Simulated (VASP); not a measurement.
Wanted: the native input for a VASP 6.6.1 run.

```
Task                   : single point
Functional             : PBE
Potentials or basis    : VASP PAW PBE potentials, release 64 (Cs_sv, Nb_sv, Au, F)
Cutoff                 : 520 eV
k mesh                 : 6 × 6 × 6
Occupations            : gaussian, width 0.05 eV
Spin                   : no spin polarisation
Dipole correction      : no
Further INCAR settings : ALGO = Normal; EDIFF = 1e-06; NBANDS = 53
```

The structure of Cs2NbAuF6 lies in POSCAR:

```
Cs2NbAuF6
1.0
    0.0000000000      5.1242110092      5.1242110092
    5.1242110092      0.0000000000      5.1242110092
    5.1242110092      5.1242110092      0.0000000000
Cs Nb Au F
2 1 1 6
Direct
    0.7500000000      0.7500000000      0.7500000000
    0.2500000000      0.2500000000      0.2500000000
    0.0000000000      0.0000000000      0.0000000000
    0.5000000000      0.5000000000      0.5000000000
    0.8265897143      0.1734102857      0.1734102857
    0.1734102857      0.1734102857      0.8265897143
    0.1734102857      0.8265897143      0.8265897143
    0.1734102857      0.8265897143      0.1734102857
    0.8265897143      0.1734102857      0.8265897143
    0.8265897143      0.8265897143      0.1734102857
```

This cell differs from its parent crystal: strained and its atoms moved.

The input as run:

INCAR

```
PREC     = Accurate       # precision mode
ENCUT    = 520            # plane-wave cutoff, eV
EDIFF    = 1E-6           # SCF threshold, eV
ISMEAR   = 0              # smearing method
SIGMA    = 0.05           # smearing width, eV
LREAL    = False          # projectors in reciprocal space
LASPH    = True           # aspherical terms in the spheres
NELM     = 80             # most SCF steps
ALGO     = Normal         # electronic algorithm
ISIF     = 2              # what is computed and relaxed
LWAVE    = False          # write WAVECAR
LCHARG   = True           # write CHGCAR
GGA      = PE             # functional
LELF     = True           # ELF
LVHAR    = True         
NBANDS   = 53             # bands
```

KPOINTS

```
Automatic mesh
0
Gamma
  6 6 6
```

Potentials or basis: VASP PAW PBE potentials, release 64 (Cs_sv, Nb_sv, Au, F).

Run with:

```bash
$ cat potpaw_PBE.64/Cs_sv/POTCAR potpaw_PBE.64/Nb_sv/POTCAR potpaw_PBE.64/Au/POTCAR potpaw_PBE.64/F/POTCAR > POTCAR
$ mpirun -np 1 vasp_std > vasp.out
```

Results of the run:

```yaml
Pressure: 12.3 GPa
Largest_force: 5.836 eV/Å
Band_gap_on_the_k_mesh: 2.25 eV
```

Caveat: the cell differs from its parent crystal (strained and its atoms moved); the cell stands under pressure; spin-orbit coupling is left out, which moves the levels of the heavy elements; forces of over 1 eV/Å act on the atoms, so gaps and moduli don't describe the material at rest.

It took 4.5 min on 1 thread of Intel(R) Xeon(R) Platinum 8488C (Sapphire Rapids), with other jobs on the host, peak memory 0.53 GiB.
